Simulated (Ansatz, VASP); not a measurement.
## Two plane-wave programs on NaI

File INCAR:

```
ALGO     = Normal         # electronic algorithm
EDIFF    = 1E-6           # SCF threshold, eV
ENCUT    = 500            # plane-wave cutoff, eV
GGA      = RE             # functional
GGA_COMPAT= False        
ISIF     = 2              # what is computed and relaxed
ISMEAR   = 1              # smearing method
LASPH    = True           # aspherical terms in the spheres
LCHARG   = False          # write CHGCAR
LREAL    = False          # projectors in reciprocal space
LWAVE    = False          # write WAVECAR
NBANDS   = 14             # bands
NELM     = 120            # most SCF steps
PREC     = Accurate       # precision mode
SIGMA    = 0.2796         # smearing width, eV
```

File KPOINTS:

```
k-points
0
Gamma
  7 7 7
```

File POSCAR:

```
NaI
1.0
    0.0000000000      3.2102370000      3.2102370000
    3.2102370000      0.0000000000      3.2102370000
    3.2102370000      3.2102370000      0.0000000000
Na I
1 1
Direct
    0.0000000000      0.0000000000      0.0000000000
    0.5000000000      0.5000000000      0.5000000000
```

Input for Ansatz:

```yaml
crystal:
  lattice:
    - [0.0, 3.210237, 3.210237]
    - [3.210237, 0.0, 3.210237]
    - [3.210237, 3.210237, 0.0]
  atoms:
    - { symbol: Na, position: [0.0, 0.0, 0.0] }
    - { symbol: I, position: [0.5, 0.5, 0.5] }
  symmetry: { tolerance: 0.0003 }
kpoints:
  mp_grid: { grid: [7, 7, 7], shift: [0, 0, 0] }
  band_path:
    path:
      - [0.0, 0.0, 0.0]
      - [0.5, 0.0, 0.5]
      - [0.625, 0.25, 0.625]
      - [0.375, 0.375, 0.75]
      - [0.0, 0.0, 0.0]
      - [0.5, 0.5, 0.5]
      - [0.5, 0.25, 0.75]
      - [0.5, 0.0, 0.5]
    npoints: 8
magnetization:
  spin_polarized: false
scf:
  occupations: { method: cold, width: 0.2796 }
  lower_state_search: "off"
  max_iter: 200
hamiltonian:
  pseudopotentials: { kind: paw }
  xc: revpbe
basis:
  ecutwfc: 420
  fft_grid_basis: typed
output:
  forces: true
  stress: true
  eigenvalues: true
  bader: true
  populations: true
  elf: true
  write_potential: true
  volumetric_format: npy
  dos:
    e_range: [-12, 8]
    de: 0.05
    projected: { site_lists: { I: [I], Na: [Na] } }
checkpoint:
  read: saved_state
```

Alike in both runs: task single point; functional revPBE; k mesh 7 × 7 × 7; no spin polarisation.

|  | VASP | Ansatz |
| --- | --- | --- |
| version | VASP 6.6.1 | Ansatz 0.2.0 |
| potentials or method | VASP PAW PBE potentials, release 64 (Na_pv, I), cutoff 500 eV | PAW plane waves |
| occupations | methfessel-paxton of order 1, width 0.2796 eV | cold, width 0.2796 eV |
| valence electrons in the cell | 14 | 26 |

```csv
,VASP,Ansatz,Ansatz less VASP
gap on the k mesh at the Fermi level (eV),3.92,3.93,+0.004
pressure (GPa),1.9,1.9,+0.05
```

VASP's potentials were made for PBE, not for revPBE. VASP's potentials hold 14 valence electrons a cell and Ansatz's 26, so a difference there can come from the potentials and not from the codes.

Spin-orbit coupling is off throughout.
